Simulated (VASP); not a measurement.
# Co (P6_3/mmc) in VASP: notebook

Co is run at these levels: PBE; tasks: single point.

Everything below comes from runs of VASP 6.6.1. Logs are shortened: lines on timing, memory, paths and dates and some standing lists are left out, and cuts for length are marked.

## (1) The cell of the first run

Symmetry: P6_3/mmc, No. 194, hexagonal system. The conventional cell has a = 2.508 Å, b = 2.508 Å, c = 4.070 Å, α = 90.00°, β = 90.00°, γ = 120.00°. Co (site symmetry -6m2) has 12 Co at 2.50 to 2.51 Å within 3.3 Å.

## (2) Single point, PBE, non-collinear spin, typed start

Contents of INCAR:

```
PREC     = Accurate       # precision mode
ENCUT    = 520            # plane-wave cutoff, eV
EDIFF    = 1E-6           # SCF threshold, eV
ISMEAR   = 0              # smearing method
SIGMA    = 0.1            # smearing width, eV
LREAL    = False          # projectors in reciprocal space
LASPH    = True           # aspherical terms in the spheres
NELM     = 150            # most SCF steps
ALGO     = Normal         # electronic algorithm
ISIF     = 2              # what is computed and relaxed
LWAVE    = False          # write WAVECAR
LCHARG   = False          # write CHGCAR
LNONCOLLINEAR= True           # non-collinear magnetism
MAGMOM   = 1.763 0 0.363 -1.763 0 0.363 # initial moments
LORBIT   = 11             # projections on sites
LMAXMIX  = 4              # l up to which the mixer works
GGA      = PE             # functional
NBANDS   = 30             # bands
```

Contents of KPOINTS:

```
Automatic mesh
0
Gamma
  4 4 2
```

Contents of POSCAR:

```
Co
1.0
    2.5075045097      0.0000000000      0.0000000000
   -1.2537522548      2.1715626052      0.0000000000
    0.0000000000      0.0000000000      4.0698188472
Co
2
Direct
    0.3333333330      0.6666666670      0.2500000000
    0.6666666670      0.3333333330      0.7500000000
```

Potentials or basis: VASP PAW PBE potentials, release 64 (Co).

Run with:

```sh
$ cat potpaw_PBE.64/Co/POTCAR > POTCAR
$ mpirun -np 1 vasp_ncl > vasp.out
```

OUTCAR:

```text
PREC = Accurate
   ENCUT = 520
   EDIFF = 1E-6
   ISMEAR = 0
   LREAL = False
   LASPH = True
   NELM = 150
   ISIF = 2
   LNONCOLLINEAR = True
   LORBIT = 11
   GGA = PE

 ion  position               nearest neighbor table
   1  0.333  0.667  0.250-   2 2.50   2 2.50   2 2.50   2 2.50   2 2.50   2 2.50
   2  0.667  0.333  0.750-   1 2.50   1 2.50   1 2.50   1 2.50   1 2.50   1 2.50

  LATTYP: Found a hexagonal cell.
 ALAT       =     2.5075045097
 C/A-ratio  =     1.6230554447

  Lattice vectors:

 A1 = (   2.5075045097,   0.0000000000,   0.0000000000)
 A2 = (  -1.2537522548,   2.1715626052,   0.0000000000)
 A3 = (   0.0000000000,   0.0000000000,   4.0698188472)

Analysis of symmetry for initial positions (statically):
=====================================================================
 Subroutine PRICEL returns:
 Original cell was already a primitive cell.

 Routine SETGRP: Setting up the symmetry group for a
 hexagonal supercell.

 Subroutine GETGRP returns: Found 24 space group operations
 (whereof 12 operations were pure point group operations)
 out of a pool of 24 trial point group operations.

The static configuration has the point symmetry D_3d.
 The point group associated with its full space group is D_6h.

Analysis of symmetry for dynamics (positions and initial velocities):
=====================================================================
 Subroutine PRICEL returns:
 Original cell was already a primitive cell.

 Routine SETGRP: Setting up the symmetry group for a
 hexagonal supercell.

 Subroutine GETGRP returns: Found 24 space group operations
 (whereof 12 operations were pure point group operations)
 out of a pool of 24 trial point group operations.

The dynamic configuration has the point symmetry D_3d.
 The point group associated with its full space group is D_6h.

Analysis of structural, dynamic, and magnetic symmetry:
=====================================================================
 Subroutine PRICEL returns:
 Original cell was already a primitive cell.

 Routine SETGRP: Setting up the symmetry group for a
 hexagonal supercell.

 Subroutine GETGRP returns: Found  2 space group operations
 (whereof  1 operations were pure point group operations)
 out of a pool of 24 trial point group operations.

The overall configuration has the point symmetry C_1 .
[... 123 lines left out ...]
   IVDW    =     0    specifies the selected vdW correction
   LEPSILON=     F    determine dielectric tensor
   LRPA    =     F    only Hartree local field effects (RPA)
 Gauss-broadening in eV      SIGMA  =   0.10
  energy-cutoff  :      520.00
  volume of cell :       22.16
 maximum number of plane-waves:      1208
 NGX is ok and might be reduce to    20
   NGX =  9   NGY =  9   NGZ = 15

 number of electron      18.0000002 magnetization      -0.0000000     -0.0000000     -0.1773535

 number of electron      18.0000002 magnetization       0.0000000      0.0000000      0.4565513

 number of electron      18.0000002 magnetization       0.0000000     -0.0000000      0.5179691

 number of electron      18.0000002 magnetization      -0.0000000     -0.0000000      0.5175223

 Free energy of the ion-electron system (eV)
  ---------------------------------------------------
  ext. energy  EPLUGINS =         0.00000000
  ---------------------------------------------------
  free energy    TOTEN  =       -13.71525810 eV

  energy without entropy =      -13.68785506  energy(sigma->0) =      -13.70155658

 E-fermi :   9.8978     XC(G=0): -13.2930

 val. band max:        9.8880341054   @ k =  -0.2500   0.2500   0.0000
 cond. band min:       9.9552858425   @ k =   0.5000  -0.0000   0.0000
 fundamental gap:      0.0672517371
 Fermi energy:         9.8978261880

 k-point     1 :       0.0000    0.0000    0.0000
  band No.  band energies     occupation
      1       1.1514      1.00000
      2       1.1736      1.00000
      3       5.3385      1.00000
      4       5.4150      1.00000
      5       8.0400      1.00000
      6       8.0534      1.00000
[... 649 lines left out ...]
     29      21.4435      0.00000
     30      21.4435      0.00000

------------------------ aborting loop because EDIFF is reached ----------------------------------------

  FORCE on cell =-STRESS in cart. coord.  units (eV):
  Direction    XX          YY          ZZ          XY          YZ          ZX
  --------------------------------------------------------------------------------------
  -------------------------------------------------------------------------------------
  Total       -2.7116673     -2.7119422     -1.4692209      0.0002421      0.0000000      0.0000000
  in kB     -196.0459326   -196.0658048   -106.2205462      0.0175014      0.0000000      0.0000000
  external PRESSURE =    -166.1107612 kB  Pullay stress =       0.0000000 kB

 VOLUME and BASIS-vectors are now :
 -----------------------------------------------------------------------------
  energy-cutoff  :      520.00
  volume of cell :       22.16
      direct lattice vectors                 reciprocal lattice vectors
     2.507504510  0.000000000  0.000000000     0.398802872  0.230248946  0.000000000
    -1.253752255  2.171562605  0.000000000     0.000000000  0.460497891  0.000000000
     0.000000000  0.000000000  4.069818847     0.000000000  0.000000000  0.245711182

 POSITION                                       TOTAL-FORCE (eV/Angst)
 -----------------------------------------------------------------------------------
     -0.00000      1.44771      1.01745        -0.000240     -0.000136      0.000000
      1.25375      0.72385      3.05236         0.000240      0.000136      0.000000
 -----------------------------------------------------------------------------------
    total drift:                               -0.000000      0.000000      0.000016

  FREE ENERGIE OF THE ION-ELECTRON SYSTEM (eV)
  ---------------------------------------------------
  free  energy   TOTEN  =       -13.7152580984 eV

  energy  without entropy=      -13.6878550627  energy(sigma->0) =      -13.70155658

 total charge

# of ion       s       p       d       tot
------------------------------------------
    1        0.470   0.488   7.276   8.234
    2        0.470   0.488   7.276   8.234
--------------------------------------------------
tot          0.940   0.977  14.551  16.468

 magnetization (x)

# of ion       s       p       d       tot
------------------------------------------
    1       -0.000  -0.000  -0.000  -0.000
    2        0.000   0.000   0.000   0.000
--------------------------------------------------
tot          0.000   0.000   0.000   0.000

 magnetization (y)

# of ion       s       p       d       tot
------------------------------------------
    1        0.000   0.000   0.000   0.000
    2       -0.000  -0.000  -0.000  -0.000
--------------------------------------------------
tot          0.000   0.000   0.000   0.000

 magnetization (z)

# of ion       s       p       d       tot
------------------------------------------
    1       -0.004  -0.013   0.283   0.266
    2       -0.004  -0.013   0.283   0.266
--------------------------------------------------
tot         -0.007  -0.027   0.566   0.532
```

stdout:

```text
POSCAR found type information on POSCAR Co
 POSCAR found :  1 types and       2 ions
 scaLAPACK will be used
 LDA part: xc-table for (Slater+PW92), standard interpolation
 POSCAR, INCAR and KPOINTS ok, starting setup
 FFT: planning ... GRIDC
 FFT: planning ... GRID_SOFT
 FFT: planning ... GRID
 WAVECAR not read
 entering main loop
```

Run time: 4.1 min. Hardware: 1 thread of Intel Xeon 8259CL, shared host; peak memory 0.2 GiB.

What came out:

```yaml
Free_energy: -13.7153 eV
Pressure: -16.6 GPa
Band_gap_on_the_k_mesh: zero (band 18 reaches 10.22 eV, above the bottom of band 19 at 9.18 eV)
Net_moment: 0.52 μB per cell
Valence_electrons_inside_the_program's_atomic_spheres: Co 8.23
```

Moments on the atoms (μB; x, y, z):
```
Co  0.00 0.00 0.27
Co  0.00 0.00 0.27
```

Caveat: the k points lie up to 0.77 Å⁻¹ apart.

## (3) Single point, PBE, non-collinear spin, typed start

Contents of INCAR:

```
PREC = Accurate
ENCUT = 520
EDIFF = 1E-7
ISMEAR = 0
SIGMA = 0.1
LREAL = F
LASPH = T
NELM = 150
ALGO = Normal
ISIF = 2
LWAVE = F
LCHARG = T
LNONCOLLINEAR = T
MAGMOM = 0 0 1.8 0 0 1.8
LORBIT = 11
LMAXMIX = 4
GGA = PE
LVHAR = T
NBANDS = 30
```

Contents of KPOINTS:

```
regular mesh
0
Gamma
  4 4 2
```

POSCAR is that of step 2.

Potentials or basis: VASP PAW PBE potentials, release 64 (Co).

Run with:

```sh
$ cat potpaw_PBE.64/Co/POTCAR > POTCAR
$ mpirun -np 1 vasp_ncl > vasp.out
```

It took 2.1 min on 1 thread of Intel Xeon 8259CL, shared host; peak memory 0.19 GiB.

Results (log left out):

- Free energy: -14.0388 eV
- Pressure: -3.3 GPa
- Band gap on the k mesh: zero (band 18 reaches 11.19 eV, above the bottom of band 19 at 9.05 eV)
- Net moment: 3.37 μB per cell
- Valence electrons inside the program's atomic spheres: Co 8.24

Stress tensor (GPa, compression positive):
```
-4.54  0.00  0.00
 0.00 -4.54  0.00
 0.00  0.00 -0.91
```

Levels at points of the mesh, in eV from the Fermi level:
```tsv
k point	band 14	band 15	band 16	band 17	band 18	band 19	band 20	band 21	band 22	band 23
(0.00, 0.00, 0.00)	-0.82	-0.80	-0.80	-0.53	-0.53	-0.15	-0.13	-0.09	-0.09	1.08
(0.50, 0.00, 0.00)	-0.72	-0.58	-0.58	-0.49	1.20	1.22	1.33	1.36	2.56	3.19
(0.00, 0.00, 0.50)	-1.11	-1.11	-1.11	-0.94	-0.94	-0.94	-0.94	0.75	0.75	0.75
(0.50, 0.00, 0.50)	-0.63	0.01	0.01	0.34	0.34	1.30	1.30	1.53	1.53	2.21
```

Moments on the atoms (μB; x, y, z):
```
Co  0.00 0.00 1.70
Co  0.00 0.00 1.70
```

Caveat: the k points lie up to 0.77 Å⁻¹ apart.
